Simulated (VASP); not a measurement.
# SiO2 (P4_12_12) in VASP: further runs

Runs on SiO2. Level: PBE. Tasks: single point.

Everything below comes from runs of VASP 6.6.1. Logs are shortened: lines on timing, memory, paths and dates and some standing lists are left out, and cuts for length are marked.

### Step 1. The cell of the first run

It takes space group P4_12_12 (No. 92, tetragonal). The conventional cell has a = 4.973 Å, b = 4.973 Å, c = 6.926 Å, α = 90.00°, β = 90.00°, γ = 90.00°. Within 2.2 Å of Si (site symmetry 2) lie 4 O at 1.62 to 1.63 Å. O (site symmetry 1) has 2 Si at 1.62 to 1.63 Å within 2.2 Å.

### Step 2. Single point, PBE

INCAR

```
SYSTEM = SiO2
  PREC = Accurate
  ENCUT = 520
  EDIFF = 1E-6
  ISMEAR = -1
  SIGMA = 0.02
  LREAL = .FALSE.
  LASPH = .TRUE.
  NELM = 60
  ALGO = Normal
  ISIF = 2
  LWAVE = .FALSE.
  LCHARG = .TRUE.
  GGA = PE
  LELF = .TRUE.
  LVHAR = .TRUE.
  NBANDS = 44
```

KPOINTS

```
regular mesh
0
G
  6 6 5
  0 0 0
```

POSCAR

```
SiO2
1.0
    4.9727000000      0.0000000000      0.0000000000
    0.0000000000      4.9727000000      0.0000000000
    0.0000000000      0.0000000000      6.9257000000
Si O
4 8
Direct
    0.3054898824      0.3054898824      0.0000000000
    0.1945101176      0.8054898824      0.2500000000
    0.6945101176      0.6945101176      0.5000000000
    0.8054898824      0.1945101176      0.7500000000
    0.2364502689      0.1166507237      0.1851608675
    0.3833492763      0.7364502689      0.4351608675
    0.7635497311      0.8833492763      0.6851608675
    0.6166507237      0.2635497311      0.9351608675
    0.7364502689      0.3833492763      0.5648391325
    0.8833492763      0.7635497311      0.3148391325
    0.2635497311      0.6166507237      0.0648391325
    0.1166507237      0.2364502689      0.8148391325
```

Potentials or basis: VASP PAW PBE potentials, release 64 (Si, O).

On the command line:

```bash
> cat potpaw_PBE.64/Si/POTCAR potpaw_PBE.64/O/POTCAR > POTCAR
> mpirun -np 1 vasp_std > vasp.out
```

OUTCAR:

```text
SYSTEM = SiO2
   PREC = Accurate
   ENCUT = 520
   EDIFF = 1E-6
   ISMEAR = -1
   LREAL = .FALSE.
   LASPH = .TRUE.
   NELM = 60
   ISIF = 2
   GGA = PE

 ion  position               nearest neighbor table
   1  0.305  0.305  0.000-   8 1.62  11 1.62   5 1.63  12 1.63   2 3.08   4 3.08   2 3.08   4 3.08

   2  0.195  0.805  0.250-   5 1.62  10 1.62   6 1.63  11 1.63   1 3.08   3 3.08   1 3.08   3 3.08

   3  0.695  0.695  0.500-   6 1.62   9 1.62   7 1.63  10 1.63   2 3.08   4 3.08   4 3.08   2 3.08

   4  0.805  0.195  0.750-   7 1.62  12 1.62   9 1.63   8 1.63   1 3.08   3 3.08   3 3.08   1 3.08

   5  0.236  0.117  0.185-   2 1.62   1 1.63
   6  0.383  0.736  0.435-   3 1.62   2 1.63
   7  0.764  0.883  0.685-   4 1.62   3 1.63
   8  0.617  0.264  0.935-   1 1.62   4 1.63
   9  0.736  0.383  0.565-   3 1.62   4 1.63
  10  0.883  0.764  0.315-   2 1.62   3 1.63
  11  0.264  0.617  0.065-   1 1.62   2 1.63
  12  0.117  0.236  0.815-   4 1.62   1 1.63

  LATTYP: Found a simple tetragonal cell.
 ALAT       =     4.9727000000
 C/A-ratio  =     1.3927443843

  Lattice vectors:

 A1 = (   4.9727000000,   0.0000000000,   0.0000000000)
 A2 = (   0.0000000000,   4.9727000000,   0.0000000000)
 A3 = (   0.0000000000,   0.0000000000,   6.9257000000)

Analysis of symmetry for initial positions (statically):
=====================================================================
 Subroutine PRICEL returns:
 Original cell was already a primitive cell.

 Routine SETGRP: Setting up the symmetry group for a
 simple tetragonal supercell.

 Subroutine GETGRP returns: Found  8 space group operations
 (whereof  2 operations were pure point group operations)
 out of a pool of 16 trial point group operations.

The static configuration has the point symmetry C_2 .
 The point group associated with its full space group is D_4 .

Analysis of symmetry for dynamics (positions and initial velocities):
=====================================================================
 Subroutine PRICEL returns:
 Original cell was already a primitive cell.

 Routine SETGRP: Setting up the symmetry group for a
 simple tetragonal supercell.

 Subroutine GETGRP returns: Found  8 space group operations
 (whereof  2 operations were pure point group operations)
 out of a pool of 16 trial point group operations.
[... 122 lines left out ...]
   EDIFF  = 0.1E-05   stopping-criterion for ELM
   LREAL  =      F    real-space projection
[... 7 lines left out ...]
   TEBEG  =    0.0;   TEEND  =   0.0 temperature during run
   PSTRESS=    0.0 pullay stress
   NELECT =      64.0000    total number of electrons
   NUPDOWN=      -1.0000    fix difference up-down
   EMIN   =  10.00;   EMAX   =-10.00  energy-range for DOS
   EFERMI =   0.00;   METHOD = LEGACY
   ISMEAR =    -1;   SIGMA  =   0.02  broadening in eV -4-tet -1-fermi 0-gaus
   EFERMI_NEDOS =   21; number of points for ismear=-14 and -15
   IALGO  =     38    algorithm
   IMIX   =      4    mixing-type and parameters
     AMIX     =   0.40;   BMIX     =  1.00
     AMIX_MAG =   1.60;   BMIX_MAG =  1.00
  volume/ion in A,a.u.               =      14.27        96.31
  Fermi-wavevector in a.u.,A,eV,Ry     =   1.179194  2.228354 18.918895  1.390500
  Thomas-Fermi vector in A             =   2.315510
   LORBIT       =      0    0 simple, 1 ext, 2 COOP (PROOUT), +10 PAW based schemes
   GGA     = PE    functional components
   LHFCALC =     F    Hartree Fock is set to
   AEXX    =    0.0000 exact exchange contribution
   IVDW    =     0    specifies the selected vdW correction
   LEPSILON=     F    determine dielectric tensor
   LRPA    =     F    only Hartree local field effects (RPA)
 non-spin polarized calculation
  energy-cutoff  :      520.00
  volume of cell :      171.26
 maximum number of plane-waves:      4638
 NGX is ok and might be reduce to    40
   NGX = 19   NGY = 19   NGZ = 25

 number of electron      64.0000020 magnetization

 Free energy of the ion-electron system (eV)
  ---------------------------------------------------
  ext. energy  EPLUGINS =         0.00000000
  ---------------------------------------------------
  free energy    TOTEN  =       -94.88857997 eV

  energy without entropy =      -94.88857997  energy(sigma->0) =      -94.88857997

 E-fermi :   0.6123     XC(G=0):  -8.4892

 val. band max:        0.1519874928   @ k =   0.0000   0.0000   0.0000
 cond. band min:       5.7746047444   @ k =   0.0000   0.0000   0.0000
 fundamental gap:      5.6226172516
 Fermi energy:         0.6122995045

 k-point     1 :       0.0000    0.0000    0.0000
  band No.  band energies     occupation
      1     -19.2049      2.00000
      2     -18.3169      2.00000
      3     -18.3169      2.00000
      4     -17.1917      2.00000
      5     -17.1267      2.00000
      6     -17.1213      2.00000
[... 1117 lines left out ...]
     43      11.4398      0.00000
     44      11.4400      0.00000

 [... further k-points ...]

------------------------ aborting loop because EDIFF is reached ----------------------------------------

  FORCE on cell =-STRESS in cart. coord.  units (eV):
  Direction    XX          YY          ZZ          XY          YZ          ZX
  --------------------------------------------------------------------------------------
  -------------------------------------------------------------------------------------
  Total        1.6108385      1.6108385      1.1286526      0.0000000      0.0000000      0.0000000
  in kB       15.0700392     15.0700392     10.5589971      0.0000000      0.0000000      0.0000000
  external PRESSURE =      13.5663585 kB  Pullay stress =       0.0000000 kB

 VOLUME and BASIS-vectors are now :
 -----------------------------------------------------------------------------
  energy-cutoff  :      520.00
  volume of cell :      171.26
      direct lattice vectors                 reciprocal lattice vectors
     4.972700000  0.000000000  0.000000000     0.201097995  0.000000000  0.000000000
     0.000000000  4.972700000  0.000000000     0.000000000  0.201097995  0.000000000
     0.000000000  0.000000000  6.925700000     0.000000000  0.000000000  0.144389737

 POSITION                                       TOTAL-FORCE (eV/Angst)
 -----------------------------------------------------------------------------------
      1.51911      1.51911      0.00000        -0.001143     -0.001143      0.000000
      0.96724      4.00546      1.73142         0.001143     -0.001143      0.000000
      3.45359      3.45359      3.46285         0.001143      0.001143      0.000000
      4.00546      0.96724      5.19428        -0.001143      0.001143      0.000000
      1.17580      0.58007      1.28237         0.011784      0.014336     -0.006976
      1.90628      3.66215      3.01379        -0.014336      0.011784     -0.006976
      3.79690      4.39263      4.74522        -0.011784     -0.014336     -0.006976
      3.06642      1.31055      6.47664         0.014336     -0.011784     -0.006976
      3.66215      1.90628      3.91191         0.011784     -0.014336      0.006976
      4.39263      3.79690      2.18048        -0.014336     -0.011784      0.006976
      1.31055      3.06642      0.44906        -0.011784      0.014336      0.006976
      0.58007      1.17580      5.64333         0.014336      0.011784      0.006976
 -----------------------------------------------------------------------------------
    total drift:                               -0.000000      0.000000      0.000000

  FREE ENERGIE OF THE ION-ELECTRON SYSTEM (eV)
  ---------------------------------------------------
  free  energy   TOTEN  =       -94.8885799747 eV

  energy  without entropy=      -94.8885799747  energy(sigma->0) =      -94.88857997
```

OSZICAR:

```text
N       E                     dE             d eps       ncg     rms          rms(c)
DAV:   1     0.402818219305E+03    0.40282E+03   -0.32979E+04  2640   0.133E+03
DAV:   2    -0.766140514130E+02   -0.47943E+03   -0.46462E+03  3340   0.312E+02
DAV:   3    -0.107097091462E+03   -0.30483E+02   -0.30330E+02  3256   0.838E+01
DAV:   4    -0.107500834845E+03   -0.40374E+00   -0.40298E+00  3312   0.106E+01
DAV:   5    -0.107508144355E+03   -0.73095E-02   -0.73034E-02  3228   0.139E+00    0.287E+01
DAV:   6    -0.948339309361E+02    0.12674E+02   -0.49025E+01  3084   0.322E+01    0.136E+01
DAV:   7    -0.948748685124E+02   -0.40938E-01   -0.14389E+00  3172   0.504E+00    0.500E+00
DAV:   8    -0.948720702204E+02    0.27983E-02   -0.67077E-02  3228   0.164E+00    0.197E+00
DAV:   9    -0.948863321325E+02   -0.14262E-01   -0.38025E-02  2992   0.119E+00    0.362E-01
DAV:  10    -0.948886170043E+02   -0.22849E-02   -0.45070E-03  2992   0.316E-01    0.121E-01
DAV:  11    -0.948885658392E+02    0.51165E-04   -0.11551E-03  3160   0.176E-01    0.154E-02
DAV:  12    -0.948885766412E+02   -0.10802E-04   -0.32187E-05  3152   0.281E-02    0.173E-02
DAV:  13    -0.948885790905E+02   -0.24493E-05   -0.96144E-06  3000   0.152E-02    0.470E-03
DAV:  14    -0.948885799747E+02   -0.88420E-06   -0.66247E-07  2160   0.467E-03
   1 F= -.94888580E+02 E0= -.94888580E+02  d E =-.666123E-12
```

stdout:

```text
POSCAR found type information on POSCAR SiO
 POSCAR found :  2 types and      12 ions
 scaLAPACK will be used
 LDA part: xc-table for (Slater+PW92), standard interpolation
 POSCAR, INCAR and KPOINTS ok, starting setup
 FFT: planning ... GRIDC
 FFT: planning ... GRID_SOFT
 FFT: planning ... GRID
 WAVECAR not read
 entering main loop
```

It took 4.5 min on 1 thread of Intel Xeon Platinum 8488C (Sapphire Rapids), shared host; peak memory 0.35 GiB.

What came out:

```yaml
Free_energy: -94.8886 eV
Pressure: 1.4 GPa
Largest_force: 0.020 eV/Å
Band_gap_on_the_k_mesh: 5.62 eV
```

Forces in eV/Å, atoms in the order of the input:
```
Si  -0.001 -0.001  0.000
Si   0.001 -0.001  0.000
Si   0.001  0.001  0.000
Si  -0.001  0.001  0.000
O    0.012  0.014 -0.007
O   -0.014  0.012 -0.007
O   -0.012 -0.014 -0.007
O    0.014 -0.012 -0.007
O    0.012 -0.014  0.007
O   -0.014 -0.012  0.007
O   -0.012  0.014  0.007
O    0.014  0.012  0.007
```

Levels at points of the mesh, in eV from the valence-band top:
```
           k point  band 30  band 31  band 32  band 33  band 34  band 35
(0.00, 0.00, 0.00)    -0.34    -0.34     0.00     5.62     8.75     8.75
(0.50, 0.00, 0.00)    -0.64    -0.49    -0.49     7.67     7.67     9.20
(0.50, 0.50, 0.00)    -0.57    -0.51    -0.51     8.64     8.64     8.68
```

### Step 3. Single point, PBE (z stretched by +1 %, then relaxed in part)

INCAR

```
  ALGO = Normal
  EDIFF = 1E-6
  ENCUT = 520
  GGA = PE
  ISIF = 2
  ISMEAR = -1
  LASPH = T
  LCHARG = F
  LREAL = F
  LWAVE = F
  NBANDS = 44
  NELM = 60
  PREC = Accurate
  SIGMA = 0.02
```

KPOINTS

```
k-points
0
Gamma
  6 6 5
```

POSCAR

```
SiO2
1.0
    4.9727000000      0.0000000000      0.0000000000
    0.0000000000      4.9727000000      0.0000000000
    0.0000000000      0.0000000000      6.9949570000
Si O
4 8
Direct
    0.3036889627      0.3036889627      0.0000000000
    0.1963110373      0.8036889627      0.2500000000
    0.6963110373      0.6963110373      0.5000000000
    0.8036889627      0.1963110373      0.7500000000
    0.2375113892      0.1140742576      0.1833656576
    0.3859257424      0.7375113892      0.4333656576
    0.7624886108      0.8859257424      0.6833656576
    0.6140742576      0.2624886108      0.9333656576
    0.7375113892      0.3859257424      0.5666343424
    0.8859257424      0.7624886108      0.3166343424
    0.2624886108      0.6140742576      0.0666343424
    0.1140742576      0.2375113892      0.8166343424
```

Potentials or basis: VASP PAW PBE potentials, release 64 (Si, O).

On the command line:

```bash
> cat potpaw_PBE.64/Si/POTCAR potpaw_PBE.64/O/POTCAR > POTCAR
> mpirun -np 1 vasp_std > vasp.out
```

It took 4.3 min on 1 thread of Intel Xeon Platinum 8488C (Sapphire Rapids), shared host; peak memory 0.37 GiB.

Results (log left out):

```yaml
Free_energy: -94.8990 eV
Pressure: 1.2 GPa
Largest_force: 0.037 eV/Å
Band_gap_on_the_k_mesh: 5.62 eV
```

Forces on the atoms (eV/Å):
```
Si   0.026  0.026  0.000
Si  -0.026  0.026  0.000
Si  -0.026 -0.026  0.000
Si   0.026 -0.026  0.000
O   -0.002 -0.004 -0.007
O    0.004 -0.002 -0.007
O    0.002  0.004 -0.007
O   -0.004  0.002 -0.007
O   -0.002  0.004  0.007
O    0.004  0.002  0.007
O    0.002 -0.004  0.007
O   -0.004 -0.002  0.007
```

Stress tensor (GPa, compression positive):
```
1.48 0.00 0.00
0.00 1.48 0.00
0.00 0.00 0.58
```

Levels at points of the mesh, in eV from the valence-band top:
| k point | band 29 | band 30 | band 31 | band 32 | band 33 | band 34 | band 35 | band 36 |
| --- | --- | --- | --- | --- | --- | --- | --- | --- |
| (0.00, 0.00, 0.00) | -0.64 | -0.32 | -0.32 | 0.00 | 5.62 | 8.75 | 8.75 | 9.14 |
| (0.50, 0.00, 0.00) | -0.64 | -0.64 | -0.48 | -0.48 | 7.65 | 7.65 | 9.21 | 9.21 |
| (0.50, 0.50, 0.00) | -0.57 | -0.57 | -0.52 | -0.52 | 8.63 | 8.63 | 8.69 | 8.69 |

Caveat: the cell differs from its parent crystal (z stretched by +1 %, then relaxed in part).
